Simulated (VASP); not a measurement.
A run of VASP 6.6.1:

The input INCAR:

```
PREC = Accurate
ENCUT = 600
EDIFF = 1E-6
ISMEAR = -1
SIGMA = 0.05
LREAL = F
LASPH = T
NELM = 150
ALGO = Normal
ISIF = 3
LWAVE = F
LCHARG = F
ISPIN = 2
MAGMOM = 1.5 1.5 1.5 1.5
LORBIT = 11
LMAXMIX = 4
GGA = RP
IBRION = 2
NSW = 80
EDIFFG = -0.01
```

KPOINTS

```
Automatic mesh
0
Gamma
  14 14 4
```

POSCAR

```
Cr
1.0
    2.5692592270      0.0000000000      0.0000000000
   -1.2846296135      2.2250437595      0.0000000000
    0.0000000000      0.0000000000      8.3912006354
Cr
4
Direct
    0.0000000000      0.0000000000      0.0000000000
    0.0000000000      0.0000000000      0.5000000000
    0.3333333333      0.6666666667      0.2500000000
    0.6666666667      0.3333333333      0.7500000000
```

Potentials or basis: VASP PAW PBE potentials, release 64 (Cr_pv).

Run with:

```console
$ cat potpaw_PBE.64/Cr_pv/POTCAR > POTCAR
$ mpirun -np 1 vasp_std > vasp.out
```

Hardware: 1 thread of Oxide Virtual Turin-like Processor, on a shared host.

Question: Estimate the wall time of this run.

Answer: It took 59 min on 1 thread of Oxide Virtual Turin-like Processor (shared host), peak memory 0.32 GiB. Counts: scf iterations 110, k points 72, ion steps 12.
